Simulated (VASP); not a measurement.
Input of a VASP 6.6.1 run:

File POSCAR:

```
BiTe
1.0
    3.9041326898      0.0000000000      0.0000000000
    0.0000000000      3.9041326898      0.0000000000
    0.0000000000      0.0000000000      3.9041326898
Bi Te
1 1
Direct
    0.0000000000      0.0000000000      0.0000000000
    0.5000000000      0.5000000000      0.5307366602
```

File INCAR.step1:

```
SYSTEM = BiTe
PREC = Accurate ; ENCUT = 520
ISMEAR = 0 ; SIGMA = 0.05
LREAL = .FALSE. ; LASPH = .TRUE.
NELM = 100 ; NBANDS = 18
GGA = PE ; ALGO = Normal
EDIFF = 1E-4 ; LWAVE = .TRUE.
LCHARG = .FALSE.
```

File INCAR.step2:

```
SYSTEM = BiTe
PREC = Accurate ; ENCUT = 520
EDIFF = 1E-6 ; ISMEAR = 0
SIGMA = 0.05 ; LREAL = .FALSE.
LASPH = .TRUE. ; NELM = 100
ALGO = Normal ; ISIF = 2
LWAVE = .FALSE. ; LCHARG = .FALSE.
METAGGA = R2SCAN ; LMIXTAU = .TRUE.
NBANDS = 18 ; ISTART = 1
```

File KPOINTS:

```
Automatic mesh
0
G
  10 10 10
  0 0 0
```

Potentials or basis: VASP PAW PBE potentials, release 64 (Bi_d, Te).

Run with:

```sh
$ cat potpaw_PBE.64/Bi_d/POTCAR potpaw_PBE.64/Te/POTCAR > POTCAR
$ cp INCAR.step1 INCAR
$ mpirun -np 1 vasp_std > vasp.out
$ cp INCAR.step2 INCAR
$ mpirun -np 1 vasp_std > vasp.out
```

Predict the largest force.

0.041 eV/Å.

Estimate the band gap on the k mesh.

zero (an odd number of electrons rules out a gap without spin polarisation).

Stress tensor (GPa, compression positive):
```
0.11 0.00 0.00
0.00 0.11 0.00
0.00 0.00 0.36
```

Caveat: the cell differs from its parent crystal (atom 2 (Te) moved 0.12 Å along z); the PAW data sets were made with another functional, which shifts forces and pressure a little; spin-orbit coupling is left out, which moves the levels of the heavy elements; an odd number of electrons without spin polarisation forces a metal; a magnetic or distorted state may lie lower.
